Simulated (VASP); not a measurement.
# Al (C2/c) in VASP: single point with PBEsol

Aim: the single point of Al with PBEsol.

Everything below comes from runs of VASP 6.6.1. Logs are shortened: lines on timing, memory, paths and dates and some standing lists are left out, and cuts for length are marked.

### 1 The cell of the first run

Symmetry: C2/c, No. 15, monoclinic system. The conventional cell has a = 2.804 Å, b = 5.066 Å, c = 4.628 Å, α = 90.00°, β = 93.41°, γ = 90.00°. Within 3.7 Å of Al (site symmetry 2) lie 12 Al at 2.78 to 2.91 Å.

### 2 Single point, PBEsol

INCAR reads:

```
PREC = Accurate ; ENCUT = 500
EDIFF = 1E-6 ; ISMEAR = 0
SIGMA = 0.1 ; LREAL = F
LASPH = T ; NELM = 120
ALGO = Normal ; ISIF = 2
LWAVE = F ; LCHARG = F
GGA = PS ; NBANDS = 10
GGA_COMPAT = F
```

KPOINTS reads:

```
regular mesh
0
Gamma
  8 8 4
```

POSCAR reads:

```
Al
1.0
    1.4020644116     -2.5329384058      0.0000000000
    1.4020644116      2.5329384058      0.0000000000
   -0.2752727796      0.0000000000      4.6198471982
Al
2
Direct
    0.3372401748      0.6627598252      0.7500000000
    0.6627598252      0.3372401748      0.2500000000
```

Potentials or basis: VASP PAW PBE potentials, release 64 (Al).

Launch:

```sh
$ cat potpaw_PBE.64/Al/POTCAR > POTCAR
$ mpirun -np 1 vasp_std > vasp.out
```

OUTCAR:

```text
PREC = Accurate
   ENCUT = 500
   EDIFF = 1E-6
   ISMEAR = 0
   LREAL = F
   LASPH = T
   NELM = 120
   ISIF = 2
   GGA = PS

 ion  position               nearest neighbor table
   1  0.337  0.663  0.750-   2 2.78   2 2.78   2 2.84   2 2.84   2 2.91   2 2.91
   2  0.663  0.337  0.250-   1 2.78   1 2.78   1 2.84   1 2.84   1 2.91   1 2.91

  LATTYP: Found a base centered monoclinic cell.
 ALAT       =     2.8041288232
 B/A-ratio  =     1.8065777755
 C/A-ratio  =     1.6504380732
 COS(beta)  =    -0.0594793307

  Lattice vectors:

 A1 = (   1.4020644116,  -2.5329384058,   0.0000000000)
 A2 = (   1.4020644116,   2.5329384058,   0.0000000000)
 A3 = (  -0.2752727796,   0.0000000000,   4.6198471982)

Analysis of symmetry for initial positions (statically):
=====================================================================
 Subroutine PRICEL returns:
 Original cell was already a primitive cell.

 Routine SETGRP: Setting up the symmetry group for a
 base centered monoclinic supercell.

 Subroutine GETGRP returns: Found  4 space group operations
 (whereof  2 operations were pure point group operations)
 out of a pool of  4 trial point group operations.

The static configuration has the point symmetry S_2 .
 The point group associated with its full space group is C_2h.

Analysis of symmetry for dynamics (positions and initial velocities):
=====================================================================
 Subroutine PRICEL returns:
 Original cell was already a primitive cell.

 Routine SETGRP: Setting up the symmetry group for a
 base centered monoclinic supercell.

 Subroutine GETGRP returns: Found  4 space group operations
 (whereof  2 operations were pure point group operations)
 out of a pool of  4 trial point group operations.

The dynamic configuration has the point symmetry S_2 .
 The point group associated with its full space group is C_2h.

 Subroutine INISYM returns: Found  4 space group operations
 (whereof  2 operations are pure point group operations),
 and found     1 'primitive' translations

----------------------------------------------------------------------------------------

                                     Primitive cell

  volume of cell :      32.8133

  direct lattice vectors                    reciprocal lattice vectors
     1.402064412 -2.532938406  0.000000000     0.356616997 -0.197399194  0.021248961
     1.402064412  2.532938406  0.000000000     0.356616997  0.197399194  0.021248961
    -0.275272780  0.000000000  4.619847198     0.000000000  0.000000000  0.216457376

  length of vectors
     2.895092672  2.895092672  4.628040972     0.408158845  0.408158845  0.216457376

  position of ions in fractional coordinates (direct lattice)
     0.337240175  0.662759825  0.750000000
     0.662759825  0.337240175  0.250000000

  ion indices of the primitive-cell ions
   primitive index   ion index
                 1           1
                 2           2

----------------------------------------------------------------------------------------

 KPOINTS: regular mesh

Automatic generation of k-mesh.
 Grid dimensions read from file:
 generate k-points for:    8    8    4

 Generating k-lattice:

  Cartesian coordinates                     Fractional coordinates (reciprocal lattice)
     0.044577125 -0.024674899  0.002656120     0.125000000  0.000000000  0.000000000
     0.044577125  0.024674899  0.002656120     0.000000000  0.125000000  0.000000000
     0.000000000  0.000000000  0.054114344     0.000000000  0.000000000  0.250000000

  Length of vectors
     0.051019856  0.051019856  0.054114344

  Shift w.r.t. Gamma in fractional coordinates (k-lattice)
     0.000000000  0.000000000  0.000000000

 Subroutine IBZKPT returns following result:
 ===========================================

 Found     78 irreducible k-points:

 Following reciprocal coordinates:
            Coordinates               Weight
  0.000000  0.000000  0.000000      1.000000
  0.125000  0.000000  0.000000      4.000000
  0.250000  0.000000  0.000000      4.000000
  0.375000 -0.000000  0.000000      4.000000
  0.500000  0.000000  0.000000      2.000000
  0.125000  0.125000  0.000000      2.000000
[... 16 lines left out ...]
  0.125000  0.000000  0.250000      4.000000
  0.250000  0.000000  0.250000      4.000000
 [... further k-points ...]
   k-points           NKPTS =     78   k-points in BZ     NKDIM =     78   number of bands    NBANDS=     10
   number of dos      NEDOS =    301   number of ions     NIONS =      2
   total plane-waves  NPLWV =  20736
   dimension x,y,z NGX =    24 NGY =   24 NGZ =   36
   dimension x,y,z NGXF=    48 NGYF=   48 NGZF=   72
   ions per type =               2
   NGX,Y,Z   is equivalent  to a cutoff of  13.78, 13.78, 12.93 a.u.
   NGXF,Y,Z  is equivalent  to a cutoff of  27.56, 27.56, 25.86 a.u.
 SYSTEM =  unknown system
   PREC   = accura    normal or accurate (medium, high low for compatibility)
   ISTART =      0    job   : 0-new  1-cont  2-samecut
   ICHARG =      2    charge: 1-file 2-atom 10-const
   ISPIN  =      1    spin polarized calculation?
   LNONCOLLINEAR =      F non collinear calculations
   LSORBIT =      F    spin-orbit coupling
   LASPH  =      T    aspherical Exc in radial PAW
   ENCUT  =  500.0 eV  36.75 Ry    6.06 a.u.   5.28  5.28  8.44*2*pi/ulx,y,z
   NELM   =    120;   NELMIN=  2; NELMDL= -5     # of ELM steps
   EDIFF  = 0.1E-05   stopping-criterion for ELM
   LREAL  =      F    real-space projection
   EDIFFG = 0.1E-04   stopping-criterion for IOM
   NSW    =      0    number of steps for IOM
   IBRION =     -1    ionic relax: 0-MD 1-quasi-New 2-CG
   NFREE  =      0    steps in history (QN), initial steepest desc. (CG)
   ISIF   =      2    stress and relaxation
   ISYM   =      2    0-nonsym 1-usesym 2-fastsym
   POTIM  = 0.5000    time-step for ionic-motion
   TEBEG  =    0.0;   TEEND  =   0.0 temperature during run
   PSTRESS=    0.0 pullay stress
   NELECT =       6.0000    total number of electrons
   NUPDOWN=      -1.0000    fix difference up-down
   EMIN   =  10.00;   EMAX   =-10.00  energy-range for DOS
   EFERMI =   0.00;   METHOD = LEGACY
   ISMEAR =     0;   SIGMA  =   0.10  broadening in eV -4-tet -1-fermi 0-gaus
   EFERMI_NEDOS =   21; number of points for ismear=-14 and -15
   IALGO  =     38    algorithm
   IMIX   =      4    mixing-type and parameters
     AMIX     =   0.40;   BMIX     =  1.00
     AMIX_MAG =   1.60;   BMIX_MAG =  1.00
  volume/ion in A,a.u.               =      16.41       110.72
  Fermi-wavevector in a.u.,A,eV,Ry     =   0.929199  1.755931 11.747405  0.863410
  Thomas-Fermi vector in A             =   2.055456
   LORBIT       =      0    0 simple, 1 ext, 2 COOP (PROOUT), +10 PAW based schemes
   GGA     = PS    functional components
   LHFCALC =     F    Hartree Fock is set to
   AEXX    =    0.0000 exact exchange contribution
   IVDW    =     0    specifies the selected vdW correction
   LEPSILON=     F    determine dielectric tensor
   LRPA    =     F    only Hartree local field effects (RPA)
 non-spin polarized calculation
 Gauss-broadening in eV      SIGMA  =   0.10
  energy-cutoff  :      500.00
  volume of cell :       32.81
 maximum number of plane-waves:       844
 NGX is ok and might be reduce to    24
   NGX = 11   NGY = 11   NGZ = 17

 number of electron       6.0000000 magnetization

 Free energy of the ion-electron system (eV)
  ---------------------------------------------------
  ext. energy  EPLUGINS =         0.00000000
  ---------------------------------------------------
  free energy    TOTEN  =        -8.05041155 eV

  energy without entropy =       -8.04458119  energy(sigma->0) =       -8.04749637

 E-fermi :   7.9790     XC(G=0): -10.2779

 val. band max:        7.9759177499   @ k =  -0.3750   0.2500   0.2500
 cond. band min:       7.9810982798   @ k =  -0.1250  -0.1250   0.2500
 fundamental gap:      0.0051805299
 Fermi energy:         7.9790409477

 k-point     1 :       0.0000    0.0000    0.0000
  band No.  band energies     occupation
      1      -3.1633      2.00000
      2       3.4626      2.00000
      3       3.7676      2.00000
      4      17.8367      0.00000
      5      18.2346      0.00000
      6      18.9804      0.00000
      7      19.4744      0.00000
      8      20.2942      0.00000
      9      22.0119      0.00000
     10      22.6708      0.00000

 k-point     2 :       0.1250    0.0000    0.0000
  band No.  band energies     occupation
      1      -2.7788      2.00000
      2       3.7532      2.00000
      3       4.2069      2.00000
      4      14.7427      0.00000
      5      15.9116      0.00000
      6      17.7913      0.00000
      7      19.6357      0.00000
      8      21.0609      0.00000
      9      21.4471      0.00000
     10      21.6150      0.00000

 k-point     3 :       0.2500    0.0000    0.0000
  band No.  band energies     occupation
      1      -1.6316      2.00000
      2       4.7031      2.00000
      3       5.4129      2.00000
      4      10.2697      0.00000
      5      14.3270      0.00000
      6      15.3277      0.00000
      7      16.1210      0.00000
      8      17.7644      0.00000
      9      20.0219      0.00000
     10      20.3809      0.00000

 k-point     4 :       0.3750   -0.0000    0.0000
  band No.  band energies     occupation
      1       0.2586      2.00000
      2       5.8966      2.00000
      3       6.4558      2.00000
      4       7.6783      1.99998
      5      11.8396      0.00000
      6      13.1375      0.00000
      7      13.5506      0.00000
      8      15.5018      0.00000
      9      19.1769      0.00000
     10      19.3281      0.00000
[... 222 lines left out ...]
 k-point    22 :       0.0000    0.0000    0.2500
  band No.  band energies     occupation
      1      -2.7305      2.00000
      2       0.6844      2.00000
      3       7.3035      2.00000
      4      16.5744      0.00000
      5      18.1936      0.00000
      6      18.5897      0.00000
      7      19.3134      0.00000
      8      19.8321      0.00000
      9      20.9760      0.00000
     10      21.3952      0.00000

 k-point    23 :       0.1250    0.0000    0.2500
  band No.  band energies     occupation
      1      -2.3050      2.00000
      2       0.9354      2.00000
      3       7.8433      1.94508
      4      14.8049      0.00000
      5      16.2253      0.00000
      6      16.6776      0.00000
      7      18.1837      0.00000
      8      19.2911      0.00000
      9      19.4307      0.00000
     10      21.4057      0.00000

 k-point    24 :       0.2500    0.0000    0.2500
  band No.  band energies     occupation
      1      -1.1201      2.00000
      2       1.9293      2.00000
      3       8.9284      0.00000
      4      10.5597      0.00000
      5      14.2628      0.00000
      6      14.7923      0.00000
      7      16.2410      0.00000
      8      17.6360      0.00000
      9      17.8932      0.00000
     10      19.1247      0.00000

 [... further k-points ...]

------------------------ aborting loop because EDIFF is reached ----------------------------------------

  FORCE on cell =-STRESS in cart. coord.  units (eV):
  Direction    XX          YY          ZZ          XY          YZ          ZX
  --------------------------------------------------------------------------------------
  -------------------------------------------------------------------------------------
  Total       -0.1076569     -0.0952178      0.2632537      0.0000000      0.0000000     -0.5881058
  in kB       -5.2565696     -4.6492021     12.8538981      0.0000000      0.0000000    -28.7154651
  external PRESSURE =       0.9827088 kB  Pullay stress =       0.0000000 kB

 VOLUME and BASIS-vectors are now :
 -----------------------------------------------------------------------------
  energy-cutoff  :      500.00
  volume of cell :       32.81
      direct lattice vectors                 reciprocal lattice vectors
     1.402064412 -2.532938406  0.000000000     0.356616997 -0.197399194  0.021248961
     1.402064412  2.532938406  0.000000000     0.356616997  0.197399194  0.021248961
    -0.275272780  0.000000000  4.619847198     0.000000000  0.000000000  0.216457376

 POSITION                                       TOTAL-FORCE (eV/Angst)
 -----------------------------------------------------------------------------------
      1.19561      0.82452      3.46489        -0.000000      0.005061      0.000000
      1.33325     -0.82452      1.15496         0.000000     -0.005061      0.000000
 -----------------------------------------------------------------------------------
    total drift:                                0.000000     -0.000000      0.000000

  FREE ENERGIE OF THE ION-ELECTRON SYSTEM (eV)
  ---------------------------------------------------
  free  energy   TOTEN  =        -8.0504115490 eV

  energy  without entropy=       -8.0445811886  energy(sigma->0) =       -8.04749637
```

It took 24 s on 1 thread of AMD EPYC 7R43 (Zen 3), shared host; peak memory 0.12 GiB.

What came out:

| Property | Result |
| --- | --- |
| Free energy | -8.0504 eV |
| Pressure | 0.1 GPa |
| Largest force | 0.005 eV/Å |
| Band gap on the k mesh | zero (band 3 reaches 12.18 eV, above the bottom of band 4 at 4.49 eV) |

Forces on the atoms (eV/Å):
```
Al   0.000  0.005  0.000
Al   0.000 -0.005  0.000
```

Stress tensor (GPa, compression positive):
```
-0.53  0.00 -2.87
 0.00 -0.46  0.00
-2.87  0.00  1.29
```

Caveat: the PAW data sets were made with another functional, which shifts forces and pressure a little.
